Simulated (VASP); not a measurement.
# CsPbBr3 in VASP: further runs

The runs below take CsPbBr3 through single point, with PBE, r2SCAN.

Program: VASP 6.6.1. These are calculated values, not measurements. Logs are shortened: lines on timing, memory, paths and dates and some standing lists are left out, and cuts for length are marked.

## (1) The cell of the first run

The structure is cubic, space group Pm-3m (No. 221). The conventional cell has a = 5.943 Å, b = 5.943 Å, c = 5.943 Å, α = 90.00°, β = 90.00°, γ = 90.00°. Within 5.5 Å of Cs (site symmetry m-3m) lie 12 Br at 4.20 Å and 8 Pb at 5.15 Å. Pb (site symmetry m-3m) has 6 Br at 2.97 Å within 3.9 Å. Within 3.9 Å of Br (site symmetry 4/mmm) lie 2 Pb at 2.97 Å.

## (2) Single point, PBE

Input file INCAR:

```
PREC = Accurate
ENCUT = 520
EDIFF = 1E-6
ISMEAR = -1
SIGMA = 0.02
LREAL = F
LASPH = T
NELM = 80
ALGO = Normal
ISIF = 2
LWAVE = F
LCHARG = T
GGA = PE
LELF = T
LVHAR = T
NBANDS = 30
```

Input file KPOINTS:

```
regular mesh
0
Gamma
  4 4 4
```

Input file POSCAR:

```
CsPbBr3
1.0
    5.9429613195      0.0000000000      0.0000000000
    0.0000000000      5.9429613195      0.0000000000
    0.0000000000      0.0000000000      5.9429613195
Cs Pb Br
1 1 3
Direct
    0.0000000000      0.0000000000      0.0000000000
    0.5000000000      0.5000000000      0.5000000000
    0.5000000000      0.5000000000      0.0000000000
    0.5000000000      0.0000000000      0.5000000000
    0.0000000000      0.5000000000      0.5000000000
```

Potentials or basis: VASP PAW PBE potentials, release 64 (Cs_sv, Pb_d, Br).

Command:

```
cat potpaw_PBE.64/Cs_sv/POTCAR potpaw_PBE.64/Pb_d/POTCAR potpaw_PBE.64/Br/POTCAR > POTCAR
mpirun -np 1 vasp_std > vasp.out
```

OUTCAR:

```text
PREC = Accurate
   ENCUT = 520
   EDIFF = 1E-6
   ISMEAR = -1
   LREAL = F
   LASPH = T
   NELM = 80
   ISIF = 2
   GGA = PE

 ion  position               nearest neighbor table
   1  0.000  0.000  0.000-
   2  0.500  0.500  0.500-   3 2.97   4 2.97   5 2.97   3 2.97   4 2.97   5 2.97
   3  0.500  0.500  0.000-   2 2.97   2 2.97
   4  0.500  0.000  0.500-   2 2.97   2 2.97
   5  0.000  0.500  0.500-   2 2.97   2 2.97

  LATTYP: Found a simple cubic cell.
 ALAT       =     5.9429613195

  Lattice vectors:

 A1 = (   5.9429613195,   0.0000000000,   0.0000000000)
 A2 = (   0.0000000000,   5.9429613195,   0.0000000000)
 A3 = (   0.0000000000,   0.0000000000,   5.9429613195)

Analysis of symmetry for initial positions (statically):
=====================================================================
 Subroutine PRICEL returns:
 Original cell was already a primitive cell.

 Routine SETGRP: Setting up the symmetry group for a
 simple cubic supercell.

 Subroutine GETGRP returns: Found 48 space group operations
 (whereof 48 operations were pure point group operations)
 out of a pool of 48 trial point group operations.

The static configuration has the point symmetry O_h .

Analysis of symmetry for dynamics (positions and initial velocities):
=====================================================================
 Subroutine PRICEL returns:
 Original cell was already a primitive cell.

 Routine SETGRP: Setting up the symmetry group for a
 simple cubic supercell.

 Subroutine GETGRP returns: Found 48 space group operations
 (whereof 48 operations were pure point group operations)
 out of a pool of 48 trial point group operations.

The dynamic configuration has the point symmetry O_h .

 Subroutine INISYM returns: Found 48 space group operations
 (whereof 48 operations are pure point group operations),
 and found     1 'primitive' translations

----------------------------------------------------------------------------------------

                                     Primitive cell

  volume of cell :     209.8982

  direct lattice vectors                    reciprocal lattice vectors
     5.942961320  0.000000000  0.000000000     0.168266281  0.000000000  0.000000000
     0.000000000  5.942961320  0.000000000     0.000000000  0.168266281  0.000000000
     0.000000000  0.000000000  5.942961320     0.000000000  0.000000000  0.168266281

  length of vectors
     5.942961320  5.942961320  5.942961320     0.168266281  0.168266281  0.168266281

  position of ions in fractional coordinates (direct lattice)
     0.000000000  0.000000000  0.000000000
     0.500000000  0.500000000  0.500000000
     0.500000000  0.500000000  0.000000000
     0.500000000  0.000000000  0.500000000
     0.000000000  0.500000000  0.500000000

  ion indices of the primitive-cell ions
   primitive index   ion index
                 1           1
                 2           2
                 3           3
                 4           4
                 5           5

----------------------------------------------------------------------------------------

 KPOINTS: regular mesh

Automatic generation of k-mesh.
 Grid dimensions read from file:
 generate k-points for:    4    4    4

 Generating k-lattice:

  Cartesian coordinates                     Fractional coordinates (reciprocal lattice)
     0.042066570  0.000000000  0.000000000     0.250000000  0.000000000  0.000000000
     0.000000000  0.042066570  0.000000000     0.000000000  0.250000000  0.000000000
     0.000000000  0.000000000  0.042066570     0.000000000  0.000000000  0.250000000

  Length of vectors
     0.042066570  0.042066570  0.042066570

  Shift w.r.t. Gamma in fractional coordinates (k-lattice)
     0.000000000  0.000000000  0.000000000

 Subroutine IBZKPT returns following result:
 ===========================================

 Found     10 irreducible k-points:

 Following reciprocal coordinates:
            Coordinates               Weight
  0.000000  0.000000  0.000000      1.000000
  0.250000  0.000000  0.000000      6.000000
  0.500000  0.000000  0.000000      3.000000
  0.250000  0.250000  0.000000     12.000000
  0.500000  0.250000  0.000000     12.000000
  0.500000  0.500000  0.000000      3.000000
  0.250000  0.250000  0.250000      8.000000
  0.500000  0.250000  0.250000     12.000000
  0.500000  0.500000  0.250000      6.000000
  0.500000  0.500000  0.500000      1.000000
   k-points           NKPTS =     10   k-points in BZ     NKDIM =     10   number of bands    NBANDS=     30
   number of dos      NEDOS =    301   number of ions     NIONS =      5
   total plane-waves  NPLWV = 110592
   dimension x,y,z NGX =    48 NGY =   48 NGZ =   48
   dimension x,y,z NGXF=    96 NGYF=   96 NGZF=   96
   ions per type =               1   1   3
   NGX,Y,Z   is equivalent  to a cutoff of  13.43, 13.43, 13.43 a.u.
   NGXF,Y,Z  is equivalent  to a cutoff of  26.85, 26.85, 26.85 a.u.
 SYSTEM =  unknown system
   PREC   = accura    normal or accurate (medium, high low for compatibility)
   ISTART =      0    job   : 0-new  1-cont  2-samecut
   ICHARG =      2    charge: 1-file 2-atom 10-const
   ISPIN  =      1    spin polarized calculation?
   LNONCOLLINEAR =      F non collinear calculations
   LSORBIT =      F    spin-orbit coupling
   LASPH  =      T    aspherical Exc in radial PAW
   ENCUT  =  520.0 eV  38.22 Ry    6.18 a.u.  11.05 11.05 11.05*2*pi/ulx,y,z
   NELM   =     80;   NELMIN=  2; NELMDL= -5     # of ELM steps
   EDIFF  = 0.1E-05   stopping-criterion for ELM
   LREAL  =      F    real-space projection
   EDIFFG = 0.1E-04   stopping-criterion for IOM
   NSW    =      0    number of steps for IOM
   IBRION =     -1    ionic relax: 0-MD 1-quasi-New 2-CG
   NFREE  =      0    steps in history (QN), initial steepest desc. (CG)
   ISIF   =      2    stress and relaxation
   ISYM   =      2    0-nonsym 1-usesym 2-fastsym
   POTIM  = 0.5000    time-step for ionic-motion
   TEBEG  =    0.0;   TEEND  =   0.0 temperature during run
   PSTRESS=    0.0 pullay stress
   NELECT =      44.0000    total number of electrons
   NUPDOWN=      -1.0000    fix difference up-down
   EMIN   =  10.00;   EMAX   =-10.00  energy-range for DOS
   EFERMI =   0.00;   METHOD = LEGACY
   ISMEAR =    -1;   SIGMA  =   0.02  broadening in eV -4-tet -1-fermi 0-gaus
   EFERMI_NEDOS =   21; number of points for ismear=-14 and -15
   IALGO  =     38    algorithm
   IMIX   =      4    mixing-type and parameters
     AMIX     =   0.40;   BMIX     =  1.00
     AMIX_MAG =   1.60;   BMIX_MAG =  1.00
  volume/ion in A,a.u.               =      41.98       283.29
  Fermi-wavevector in a.u.,A,eV,Ry     =   0.972500  1.837758 12.867788  0.945756
  Thomas-Fermi vector in A             =   2.102803
   LORBIT       =      0    0 simple, 1 ext, 2 COOP (PROOUT), +10 PAW based schemes
   GGA     = PE    functional components
   LHFCALC =     F    Hartree Fock is set to
   AEXX    =    0.0000 exact exchange contribution
   IVDW    =     0    specifies the selected vdW correction
   LEPSILON=     F    determine dielectric tensor
   LRPA    =     F    only Hartree local field effects (RPA)
 non-spin polarized calculation
  energy-cutoff  :      520.00
  volume of cell :      209.90
 maximum number of plane-waves:      5695
 NGX is ok and might be reduce to    48
   NGX = 23   NGY = 23   NGZ = 23

 number of electron      43.9999990 magnetization

 Free energy of the ion-electron system (eV)
  ---------------------------------------------------
  ext. energy  EPLUGINS =         0.00000000
  ---------------------------------------------------
  free energy    TOTEN  =       -15.85803002 eV

  energy without entropy =      -15.85803002  energy(sigma->0) =      -15.85803002

 E-fermi :   1.3463     XC(G=0):  -7.4857

 val. band max:        0.8965793128   @ k =   0.5000   0.5000   0.5000
 cond. band min:       2.5708037879   @ k =   0.5000   0.5000   0.5000
 fundamental gap:      1.6742244751
 Fermi energy:         1.3463210108

 k-point     1 :       0.0000    0.0000    0.0000
  band No.  band energies     occupation
      1     -20.4351      2.00000
      2     -15.8522      2.00000
      3     -15.8522      2.00000
      4     -15.7233      2.00000
      5     -15.7233      2.00000
      6     -15.7233      2.00000
[... 22 lines left out ...]
     29       6.8167      0.00000
     30       6.8167      0.00000

 k-point     2 :       0.2500    0.0000    0.0000
  band No.  band energies     occupation
      1     -20.4347      2.00000
      2     -15.8522      2.00000
      3     -15.8269      2.00000
      4     -15.7237      2.00000
      5     -15.7237      2.00000
      6     -15.7233      2.00000
[... 22 lines left out ...]
     29       6.1674      0.00000
     30       6.8747      0.00000

 k-point     3 :       0.5000    0.0000    0.0000
  band No.  band energies     occupation
      1     -20.4342      2.00000
      2     -15.8521      2.00000
      3     -15.8010      2.00000
      4     -15.7241      2.00000
      5     -15.7241      2.00000
      6     -15.7233      2.00000
[... 22 lines left out ...]
     29       6.4797      0.00000
     30       7.3873      0.00000

 k-point     4 :       0.2500    0.2500    0.0000
  band No.  band energies     occupation
      1     -20.4343      2.00000
      2     -15.8398      2.00000
      3     -15.8133      2.00000
      4     -15.7241      2.00000
      5     -15.7237      2.00000
      6     -15.7237      2.00000
[... 154 lines left out ...]
     29       6.7968      0.00000
     30       6.7981      0.00000

 k-point     9 :       0.5000    0.5000    0.2500
  band No.  band energies     occupation
      1     -20.4332      2.00000
      2     -15.7999      2.00000
      3     -15.7713      2.00000
      4     -15.7249      2.00000
      5     -15.7245      2.00000
      6     -15.7245      2.00000
[... 22 lines left out ...]
     29       6.4930      0.00000
     30       6.9960      0.00000

 k-point    10 :       0.5000    0.5000    0.5000
  band No.  band energies     occupation
      1     -20.4329      2.00000
      2     -15.7713      2.00000
      3     -15.7713      2.00000
      4     -15.7249      2.00000
      5     -15.7249      2.00000
      6     -15.7249      2.00000
[... 22 lines left out ...]
     29       6.2391      0.00000
     30       7.4045      0.00000

------------------------ aborting loop because EDIFF is reached ----------------------------------------

  FORCE on cell =-STRESS in cart. coord.  units (eV):
  Direction    XX          YY          ZZ          XY          YZ          ZX
  --------------------------------------------------------------------------------------
  -------------------------------------------------------------------------------------
  Total        0.8791293      0.8791293      0.8791293     -0.0000000      0.0000000     -0.0000000
  in kB        6.7104959      6.7104959      6.7104959     -0.0000000      0.0000000     -0.0000000
  external PRESSURE =       6.7104959 kB  Pullay stress =       0.0000000 kB

 VOLUME and BASIS-vectors are now :
 -----------------------------------------------------------------------------
  energy-cutoff  :      520.00
  volume of cell :      209.90
      direct lattice vectors                 reciprocal lattice vectors
     5.942961320  0.000000000  0.000000000     0.168266281  0.000000000  0.000000000
     0.000000000  5.942961320  0.000000000     0.000000000  0.168266281  0.000000000
     0.000000000  0.000000000  5.942961320     0.000000000  0.000000000  0.168266281

 POSITION                                       TOTAL-FORCE (eV/Angst)
 -----------------------------------------------------------------------------------
      0.00000      0.00000      0.00000         0.000000      0.000000      0.000000
      2.97148      2.97148      2.97148         0.000000      0.000000      0.000000
      2.97148      2.97148      0.00000         0.000000      0.000000      0.000000
      2.97148      0.00000      2.97148         0.000000      0.000000      0.000000
      0.00000      2.97148      2.97148         0.000000      0.000000      0.000000
 -----------------------------------------------------------------------------------
    total drift:                                0.000000     -0.000000     -0.000000

  FREE ENERGIE OF THE ION-ELECTRON SYSTEM (eV)
  ---------------------------------------------------
  free  energy   TOTEN  =       -15.8580300158 eV

  energy  without entropy=      -15.8580300158  energy(sigma->0) =      -15.85803002
```

It took 40 s on 1 thread of Intel Xeon Platinum 8488C (Sapphire Rapids), shared host; peak memory 0.34 GiB.

What came out:

```yaml
Free_energy: -15.8580 eV
Pressure: 0.7 GPa
Band_gap_on_the_k_mesh: 1.67 eV
```

Caveat: spin-orbit coupling is left out, which moves the levels of the heavy elements.

(Continued in part 2 of 2.)
